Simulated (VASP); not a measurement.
In3Se: single point with LDA

In3Se:

```xyz
4
Lattice="4.8038 0.0000 0.0000 0.0000 4.8038 0.0000 0.0000 0.0000 4.8038" Properties=species:S:1:pos:R:3 pbc="T T T"
In    2.4019    2.4019    0.0000
In    2.4019    0.0000    2.4019
In    0.0000    2.4019    2.4019
Se    0.0000    0.0000    0.0000
```

* Program: VASP 6.6.1
* Task: single point
* Functional: LDA
* Potentials or basis: VASP PAW LDA potentials, release 64 (In_d, Se)
* Cutoff: 520 eV
* k mesh: 6 × 6 × 6
* Occupations: fermi-dirac, width 0.05 eV
* Spin: no spin polarisation
* Dipole correction: no
* Further INCAR settings: ALGO = Normal; EDIFF = 1e-06; NBANDS = 30

```
Pressure : -4.3 GPa
```

Levels at points of the mesh, in eV from the Fermi level:
```
           k point  band 20  band 21  band 22  band 23  band 24  band 25
(0.00, 0.00, 0.00)    -3.28    -2.38    -2.38     1.06     1.06     1.06
(0.50, 0.00, 0.00)    -2.46    -1.86    -1.06    -0.17    -0.17     1.33
(0.50, 0.50, 0.00)    -1.95    -0.94    -0.78    -0.78     1.28     1.69
(0.50, 0.50, 0.50)    -4.18    -4.18    -4.18    -3.23     2.91     2.91
```

It took 45 s on 1 thread of AMD EPYC 7R43 64-Core Processor (Zen 3), with other jobs on the host, peak memory 0.16 GiB.

Caveat: spin-orbit coupling is left out, which moves the levels of the heavy elements.
